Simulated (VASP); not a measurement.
# Ba (P6_3/mmc) in VASP: further runs, part 2 of 2

VASP 6.6.1. The steps go on from the part before.

## (4) Single point, PBE

This run uses another cell than the first one: it holds 2 atoms, not 6.

INCAR reads:

```
SYSTEM = Ba
PREC     = Accurate       ! precision mode
ENCUT    = 520            ! plane-wave cutoff, eV
EDIFF    = 1E-6           ! SCF threshold, eV
ISMEAR   = 0              ! smearing method
SIGMA    = 0.1            ! smearing width, eV
LREAL    = .FALSE.        ! projectors in reciprocal space
LASPH    = .TRUE.         ! aspherical terms in the spheres
NELM     = 100            ! most SCF steps
ALGO     = Normal         ! electronic algorithm
ISIF     = 2              ! what is computed and relaxed
LWAVE    = .FALSE.        ! write WAVECAR
LCHARG   = .FALSE.        ! write CHGCAR
GGA      = PE             ! functional
NBANDS   = 17             ! bands
```

KPOINTS reads:

```
regular mesh
0
G
  12 12 6
  0 0 0
```

POSCAR reads:

```
Ba
1.0
    4.4685400262      0.0000002888      0.0000000000
   -2.2342702632      3.8698690361      0.0000000000
    0.0000000000      0.0000000000      7.3455715906
Ba
2
Direct
    0.0000000000      0.0000000000      0.0000000000
    0.3333333333      0.6666666667      0.5000000000
```

Potentials or basis: VASP PAW PBE potentials, release 64 (Ba_sv).

Command:

```console
$ cat potpaw_PBE.64/Ba_sv/POTCAR > POTCAR
$ mpirun -np 1 vasp_std > vasp.out
```

OUTCAR:

```text
SYSTEM = Ba
   PREC = Accurate
   ENCUT = 520
   EDIFF = 1E-6
   ISMEAR = 0
   LREAL = .FALSE.
   LASPH = .TRUE.
   NELM = 100
   ISIF = 2
   GGA = PE

 ion  position               nearest neighbor table
   1  0.000  0.000  0.000-   2 4.49   2 4.49   2 4.49   2 4.49   2 4.49   2 4.49
   2  0.333  0.667  0.500-   1 4.49   1 4.49   1 4.49   1 4.49   1 4.49   1 4.49

  LATTYP: Found a hexagonal cell.
 ALAT       =     4.4685400262
 C/A-ratio  =     1.6438415114

  Lattice vectors:

 A1 = (   4.4685400262,   0.0000002888,   0.0000000000)
 A2 = (  -2.2342702632,   3.8698690361,   0.0000000000)
 A3 = (   0.0000000000,   0.0000000000,   7.3455715906)

Analysis of symmetry for initial positions (statically):
=====================================================================
 Subroutine PRICEL returns:
 Original cell was already a primitive cell.

 Routine SETGRP: Setting up the symmetry group for a
 hexagonal supercell.

 Subroutine GETGRP returns: Found 24 space group operations
 (whereof 12 operations were pure point group operations)
 out of a pool of 24 trial point group operations.

[... 159 lines left out ...]
  ext. energy  EPLUGINS =         0.00000000
  ---------------------------------------------------
  free energy    TOTEN  =        -3.79606437 eV

  energy without entropy =       -3.77982730  energy(sigma->0) =       -3.78794583

 E-fermi :   1.6417     XC(G=0):  -7.3818

 val. band max:        1.6233408088   @ k =   0.3333   0.3333   0.1667
 cond. band min:       1.6447428238   @ k =   0.3333   0.2500   0.1667
 fundamental gap:      0.0214020149
 Fermi energy:         1.6417433159

 k-point     1 :       0.0000    0.0000    0.0000
  band No.  band energies     occupation
      1     -27.2586      2.00000
      2     -27.2210      2.00000
      3     -12.6592      2.00000
      4     -12.2746      2.00000
      5     -12.2746      2.00000
      6     -12.2178      2.00000
[... 457 lines left out ...]
      4     -12.5055      2.00000
      5     -12.4653      2.00000
      6     -12.3467      2.00000
[... 9 lines left out ...]
     16       4.8130      0.00000
     17       4.9490      0.00000

 [... further k-points ...]
[... 5 lines left out ...]
  --------------------------------------------------------------------------------------
  -------------------------------------------------------------------------------------
  Total        0.0370841      0.0370841      0.0391793      0.0000000     -0.0000000      0.0000000
  in kB        0.4677467      0.4677467      0.4941735      0.0000000     -0.0000000      0.0000000
  external PRESSURE =       0.4765556 kB  Pullay stress =       0.0000000 kB

 VOLUME and BASIS-vectors are now :
 -----------------------------------------------------------------------------
  energy-cutoff  :      520.00
  volume of cell :      127.02
      direct lattice vectors                 reciprocal lattice vectors
     4.468540026  0.000000289  0.000000000     0.223786731  0.129203348  0.000000000
    -2.234270263  3.869869036  0.000000000    -0.000000017  0.258406668  0.000000000
     0.000000000  0.000000000  7.345571591     0.000000000  0.000000000  0.136136445

 POSITION                                       TOTAL-FORCE (eV/Angst)
 -----------------------------------------------------------------------------------
      0.00000      0.00000      0.00000        -0.000000      0.000000      0.000000
     -0.00000      2.57991      3.67279         0.000000      0.000000      0.000000
 -----------------------------------------------------------------------------------
    total drift:                                0.000000     -0.000000     -0.000000

  FREE ENERGIE OF THE ION-ELECTRON SYSTEM (eV)
  ---------------------------------------------------
  free  energy   TOTEN  =        -3.7960643673 eV

  energy  without entropy=       -3.7798272952  energy(sigma->0) =       -3.78794583
```

OSZICAR:

```text
N       E                     dE             d eps       ncg     rms          rms(c)
DAV:   1     0.138765662562E+03    0.13877E+03   -0.81422E+03  2584   0.966E+02
DAV:   2     0.552725948433E+01   -0.13324E+03   -0.13021E+03  3817   0.188E+02
DAV:   3    -0.348521072496E+01   -0.90125E+01   -0.89773E+01  3413   0.509E+01
DAV:   4    -0.379893095618E+01   -0.31372E+00   -0.31359E+00  4059   0.759E+00
DAV:   5    -0.380100936875E+01   -0.20784E-02   -0.20783E-02  3517   0.688E-01    0.228E+00
DAV:   6    -0.379753235720E+01    0.34770E-02   -0.54125E-03  3396   0.669E-01    0.135E+00
DAV:   7    -0.379584890246E+01    0.16835E-02   -0.11403E-02  3038   0.108E+00    0.545E-02
DAV:   8    -0.379603779042E+01   -0.18889E-03   -0.54158E-04  4218   0.110E-01    0.338E-02
DAV:   9    -0.379606100335E+01   -0.23213E-04   -0.11344E-05  3451   0.183E-02    0.895E-03
DAV:  10    -0.379606402751E+01   -0.30242E-05   -0.60669E-06  3404   0.159E-02    0.333E-03
DAV:  11    -0.379606436731E+01   -0.33979E-06   -0.11899E-06  2077   0.865E-03
   1 F= -.37960644E+01 E0= -.37879458E+01  d E =-.162371E-01
```

stdout:

```text
POSCAR found type information on POSCAR Ba
 POSCAR found :  1 types and       2 ions
 scaLAPACK will be used
 LDA part: xc-table for (Slater+PW92), standard interpolation
 POSCAR, INCAR and KPOINTS ok, starting setup
 FFT: planning ... GRIDC
 FFT: planning ... GRID_SOFT
 FFT: planning ... GRID
 WAVECAR not read
 entering main loop
```

Run time: 81 s. Hardware: 1 thread of AMD EPYC 9R45 (Zen 5), shared host; peak memory 0.3 GiB.

Results:

```
Free energy            : -3.7961 eV
Pressure               : 0.0 GPa
Band gap on the k mesh : zero (bands 10 and 11 overlap by 0.33 eV)
```

Caveat: spin-orbit coupling is left out, which moves the levels of the heavy elements.

## (5) The runs side by side

| task | cell | k mesh | cutoff (eV) | gap on the mesh (eV) | pressure (GPa) |
| --- | --- | --- | --- | --- | --- |
| single point | a = 4.491, b = 4.491, c = 22.008 Å, angles 90.0, 90.0, 120.0°, 6 atoms, atomic positions A | 12 × 12 × 2 | 520 | none | 0.0 |
| relaxation of cell and atoms | relaxed from a = 4.469, b = 4.469, c = 14.691 Å, angles 90.0, 90.0, 120.0°, 4 atoms, atomic positions B | 12 × 12 × 3 | 600 | none | 0.0 |
| single point | a = 4.469, b = 4.469, c = 7.346 Å, angles 90.0, 90.0, 120.0°, 2 atoms, atomic positions C | 12 × 12 × 6 | 520 | none | 0.0 |

Alike in all rows: level PBE; potentials or basis VASP PAW PBE potentials, release 64 (Ba_sv); no spin polarisation; smearing gaussian 0.1 eV.

Caveats: spin-orbit coupling is left out, which moves the levels of the heavy elements.

Total energies depend on the potentials used, so only differences within one code and one set of settings carry meaning.

The gap in the log of VASP goes by the Fermi energy; the results here count the filled bands.